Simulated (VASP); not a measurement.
# SnSe (zincblende type) (F-43m) in VASP: a series of runs, part 2 of 2

VASP 6.6.1.

### Step 4. Electric field gradients, PBE (40.09 Å³/atom)

This run uses another cell than the first one, of 40.09 Å³/atom.

File INCAR:

```
PREC     = Accurate       # precision mode
ENCUT    = 520            # plane-wave cutoff, eV
EDIFF    = 1E-8           # SCF threshold, eV
ISMEAR   = -1             # smearing method
SIGMA    = 0.05           # smearing width, eV
LREAL    = False          # projectors in reciprocal space
LASPH    = True           # aspherical terms in the spheres
NELM     = 100            # most SCF steps
ALGO     = Normal         # electronic algorithm
ISIF     = 2              # what is computed and relaxed
LWAVE    = False          # write WAVECAR
LCHARG   = False          # write CHGCAR
GGA      = PE             # functional
LEFG     = True         
NBANDS   = 17             # bands
```

File KPOINTS:

```
Automatic mesh
0
Gamma
  12 12 12
```

File POSCAR:

```
SnSe
1.0
    0.0000000000      3.4224799562      3.4224799562
    3.4224799562      0.0000000000      3.4224799562
    3.4224799562      3.4224799562      0.0000000000
Sn Se
1 1
Direct
    0.0000000000      0.0000000000      0.0000000000
    0.2500000000      0.2500000000      0.2500000000
```

Potentials or basis: VASP PAW PBE potentials, release 64 (Sn_d, Se).

On the command line:

```bash
> cat potpaw_PBE.64/Sn_d/POTCAR potpaw_PBE.64/Se/POTCAR > POTCAR
> mpirun -np 1 vasp_std > vasp.out
```

OUTCAR:

```text
PREC = Accurate
   ENCUT = 520
   EDIFF = 1E-8
   ISMEAR = -1
   LREAL = False
   LASPH = True
   NELM = 100
   ISIF = 2
   GGA = PE

 ion  position               nearest neighbor table
   1  0.000  0.000  0.000-   2 2.96   2 2.96   2 2.96   2 2.96
   2  0.250  0.250  0.250-   1 2.96   1 2.96   1 2.96   1 2.96

  LATTYP: Found a face centered cubic cell.
 ALAT       =     6.8449599124

  Lattice vectors:

 A1 = (   0.0000000000,   3.4224799562,   3.4224799562)
 A2 = (   3.4224799562,   0.0000000000,   3.4224799562)
[... 690 lines left out ...]
  FREE ENERGIE OF THE ION-ELECTRON SYSTEM (eV)
  ---------------------------------------------------
  free  energy   TOTEN  =        -7.7495413198 eV

  energy  without entropy=       -7.7487159927  energy(sigma->0) =       -7.74912866

 Electric field gradients (V/A^2)
---------------------------------------------------------------------
 ion       V_xx      V_yy      V_zz      V_xy      V_xz      V_yz
---------------------------------------------------------------------
   1      -0.000    -0.000    -0.000     0.001     0.001     0.001
   2       0.000     0.000     0.000     0.000     0.000     0.000
---------------------------------------------------------------------

 Electric field gradients after diagonalization (V/A^2)
 (convention: |V_zz| > |V_xx| > |V_yy|)
----------------------------------------------------------------------
 ion       V_xx      V_yy      V_zz     asymmetry (V_yy - V_xx)/ V_zz
----------------------------------------------------------------------
   1      -0.001    -0.001     0.001       0.000
   2      -0.000    -0.000     0.000       0.000
----------------------------------------------------------------------

           NMR quadrupolar parameters

 Cq : quadrupolar parameter    Cq=e*Q*V_zz/h
 eta: asymmetry parameters     (V_yy - V_xx)/ V_zz
 Q  : nuclear electric quadrupole moment in mb (millibarn)
----------------------------------------------------------------------
 ion       Cq(MHz)       eta       Q (mb)
----------------------------------------------------------------------
   1       0.000       0.000       1.000
   2       0.000       0.000       1.000
----------------------------------------------------------------------
```

Run time: 38 s. Hardware: 1 thread of Intel Xeon 6975P-C (Granite Rapids), shared host; peak memory 0.26 GiB.

Results:

```
Free energy                             : -7.7495 eV
Pressure                                : -0.9 GPa
Band gap on the k mesh                  : 0.14 eV (least direct gap 0.73 eV)
Largest electric field gradient by atom : zero within the noise of the run
```

Levels at points of the mesh, in eV from the valence-band top:
```tsv
k point	band 7	band 8	band 9	band 10	band 11	band 12	band 13	band 14
(0.00, 0.00, 0.00)	-5.40	-2.11	-2.11	-2.11	1.52	1.52	1.52	4.80
(0.50, 0.00, 0.00)	-7.00	-2.60	-2.60	-2.09	2.25	2.25	3.21	6.36
(0.50, 0.50, 0.00)	-7.26	-3.25	-3.25	-0.59	0.14	4.17	4.17	5.57
```

Caveat: spin-orbit coupling is left out, which moves the levels of the heavy elements.

### Step 5. Electric field gradients, PBE (41.26 Å³/atom)

This run uses another cell than the first one, of 41.26 Å³/atom.

File INCAR:

```
  ALGO = Normal
  EDIFF = 1E-8
  ENCUT = 520
  GGA = PE
  ISIF = 2
  ISMEAR = -1
  LASPH = T
  LCHARG = F
  LEFG = T
  LREAL = F
  LWAVE = F
  NBANDS = 17
  NELM = 100
  PREC = Accurate
  SIGMA = 0.05
```

File KPOINTS:

```
k-points
0
Gamma
  12 12 12
```

File POSCAR:

```
SnSe
1.0
    0.0000000000      3.4553904362      3.4553904362
    3.4553904362      0.0000000000      3.4553904362
    3.4553904362      3.4553904362      0.0000000000
Sn Se
1 1
Direct
    0.0000000000      0.0000000000      0.0000000000
    0.2500000000      0.2500000000      0.2500000000
```

Potentials or basis: VASP PAW PBE potentials, release 64 (Sn_d, Se).

On the command line:

```bash
> cat potpaw_PBE.64/Sn_d/POTCAR potpaw_PBE.64/Se/POTCAR > POTCAR
> mpirun -np 1 vasp_std > vasp.out
```

OUTCAR:

```text
EDIFF = 1E-8
   ENCUT = 520
   GGA = PE
   ISIF = 2
   ISMEAR = -1
   LASPH = T
   LREAL = F
   NELM = 100
   PREC = Accurate

 ion  position               nearest neighbor table
   1  0.000  0.000  0.000-   2 2.99   2 2.99   2 2.99   2 2.99
   2  0.250  0.250  0.250-   1 2.99   1 2.99   1 2.99   1 2.99

  LATTYP: Found a face centered cubic cell.
 ALAT       =     6.9107808724

  Lattice vectors:

 A1 = (   0.0000000000,   3.4553904362,   3.4553904362)
 A2 = (   3.4553904362,   0.0000000000,   3.4553904362)
 A3 = (   3.4553904362,   3.4553904362,   0.0000000000)

[... 690 lines left out ...]
  free  energy   TOTEN  =        -7.7319282596 eV

  energy  without entropy=       -7.7314348550  energy(sigma->0) =       -7.73168156

 Electric field gradients (V/A^2)
---------------------------------------------------------------------
 ion       V_xx      V_yy      V_zz      V_xy      V_xz      V_yz
---------------------------------------------------------------------
   1      -0.000     0.000    -0.000    -0.001    -0.001    -0.001
   2       0.000    -0.000    -0.000     0.000     0.000     0.000
---------------------------------------------------------------------

 Electric field gradients after diagonalization (V/A^2)
 (convention: |V_zz| > |V_xx| > |V_yy|)
----------------------------------------------------------------------
 ion       V_xx      V_yy      V_zz     asymmetry (V_yy - V_xx)/ V_zz
----------------------------------------------------------------------
   1       0.001     0.001    -0.002       0.000
   2      -0.000    -0.000     0.001       0.000
----------------------------------------------------------------------

           NMR quadrupolar parameters

 Cq : quadrupolar parameter    Cq=e*Q*V_zz/h
 eta: asymmetry parameters     (V_yy - V_xx)/ V_zz
 Q  : nuclear electric quadrupole moment in mb (millibarn)
----------------------------------------------------------------------
 ion       Cq(MHz)       eta       Q (mb)
----------------------------------------------------------------------
   1      -0.000       0.000       1.000
   2       0.000       0.000       1.000
----------------------------------------------------------------------
```

Run time: 44 s. Hardware: 1 thread of Intel Xeon 6975P-C (Granite Rapids), shared host; peak memory 0.26 GiB.

Results:

```
Free energy                             : -7.7319 eV
Pressure                                : -1.6 GPa
Band gap on the k mesh                  : 0.23 eV (least direct gap 0.77 eV)
Largest electric field gradient by atom : zero within the noise of the run
```

Caveat: spin-orbit coupling is left out, which moves the levels of the heavy elements.

### Step 6. Summary

```csv
cell,gap on the mesh (eV),pressure (GPa)
"a = 4.696 Å, angles 60.0°, 2 atoms",none,2.1
"a = 4.744 Å, angles 60.0°, 2 atoms",none,1.0
"a = 4.840 Å, angles 60.0°, 2 atoms",0.14,-0.9
"a = 4.887 Å, angles 60.0°, 2 atoms",0.23,-1.6
```

Alike in all rows: task electric field gradients; level PBE; potentials or basis VASP PAW PBE potentials, release 64 (Sn_d, Se); no spin polarisation; k mesh 12 × 12 × 12; cutoff (eV) 520; smearing fermi-dirac 0.05 eV.

Caveats: spin-orbit coupling is left out, which moves the levels of the heavy elements; semilocal functionals underestimate gaps, so a narrow gap can read as zero (at least some runs).

Absolute energies hang on the potentials; compare differences alone.
